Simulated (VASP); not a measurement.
Input of a VASP 6.6.1 run:

The input INCAR:

```
SYSTEM = Pt
PREC = Accurate
ENCUT = 520
EDIFF = 1E-7
ISMEAR = 0
SIGMA = 0.1
LREAL = .FALSE.
LASPH = .TRUE.
NELM = 60
ALGO = Fast
ISIF = 2
LWAVE = .FALSE.
LCHARG = .TRUE.
GGA = PE
LELF = .TRUE.
LVHAR = .TRUE.
NBANDS = 17
```

Contents of KPOINTS:

```
regular mesh
0
G
  18 18 10
  0 0 0
```

Contents of POSCAR:

```
Pt
1.0
    2.6844774299      0.0000000000      0.0000000000
   -1.3422387149      2.3248256502      0.0000000000
    0.0000000000      0.0000000000      4.5944535037
Pt
2
Direct
    0.6666666667      0.3333333333      0.7500000000
    0.3333333333      0.6666666667      0.2500000000
```

Potentials or basis: VASP PAW PBE potentials, release 64 (Pt).

The run is started by

```bash
$ cat potpaw_PBE.64/Pt/POTCAR > POTCAR
$ mpirun -np 1 vasp_std > vasp.out
```

Estimate the pressure.

28.8 GPa.

Estimate the band gap on the k mesh.

zero (band 10 reaches 12.79 eV, above the bottom of band 11 at 11.30 eV).

Stress tensor (GPa, compression positive):
```
28.84  0.00  0.00
 0.00 28.84  0.00
 0.00  0.00 28.74
```

Caveat: spin-orbit coupling is left out, which moves the levels of the heavy elements.
